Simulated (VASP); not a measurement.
Input of a VASP 6.6.1 run:

Contents of INCAR:

```
PREC = Accurate
ENCUT = 520
EDIFF = 1E-7
ISMEAR = 0
SIGMA = 0.15
LREAL = F
LASPH = T
NELM = 100
ALGO = Fast
ISIF = 2
LWAVE = F
LCHARG = F
GGA = PS
NBANDS = 12
```

The input KPOINTS:

```
Automatic mesh
0
Gamma
  10 10 10
```

Contents of POSCAR:

```
Ti
1.0
    0.0000000000      2.0300000000      2.0604500000
    2.0300000000      0.0000000000      2.0604500000
    2.0300000000      2.0300000000      0.0000000000
Ti
1
Direct
    0.0000000000      0.0000000000      0.0000000000
```

Potentials or basis: VASP PAW PBE potentials, release 64 (Ti_sv).

Command:

```bash
$ cat potpaw_PBE.64/Ti_sv/POTCAR > POTCAR
$ mpirun -np 1 vasp_std > vasp.out
```

Q: Estimate the band gap on the k mesh.

A: Zero (band 6 reaches 9.15 eV, above the bottom of band 7 at 8.07 eV).

Q: Predict the pressure.

A: -2.3 GPa.

Stress tensor (GPa, compression positive):
```
-2.05  0.00  0.00
 0.00 -2.05  0.00
 0.00  0.00 -2.69
```

Caveat: the cell differs from its parent crystal (strain +0.000 along x and y, +0.015 along z); the PAW data sets were made with another functional, which shifts forces and pressure a little.
